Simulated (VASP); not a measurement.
Fe:

```
Fe
1.0
    -1.44550    1.44550    1.44550
     1.44550   -1.44550    1.44550
     1.44550    1.44550   -1.44550
Fe
1
Direct
  0.00000 0.00000 0.00000
```

Base run:

* Program: VASP 6.6.1
* Functional: PBEsol
* Potentials or basis: VASP PAW PBE potentials, release 64 (Fe_sv)
* Cutoff: 690 eV
* k mesh: 12 × 12 × 12
* Occupations: fermi-dirac, width 0.1 eV
* Spin: collinear spin, ferromagnetic start
* Starting moments: [1.23] μB
* Fixed moment: 1.23 μB
* Hubbard terms: Fe d U = 5.3 eV

Its results: pressure -17.8 GPa; site moments Fe +1.36 μB.

Task: The run is repeated on the same cell with these changes: fixed moment from 1.23 μB to 2.46 μB; moments at the start from [1.23] to [2.46]. What comes out?

Result: Pressure -6.0 GPa; site moments Fe +2.80 μB.

Caveats: the cell stands under tension; the PAW data sets were made with another functional, which shifts forces and pressure a little; the total moment is fixed, so each spin has its own Fermi level and the state may be an excited one; the U is typed as a test and isn't derived for this compound.
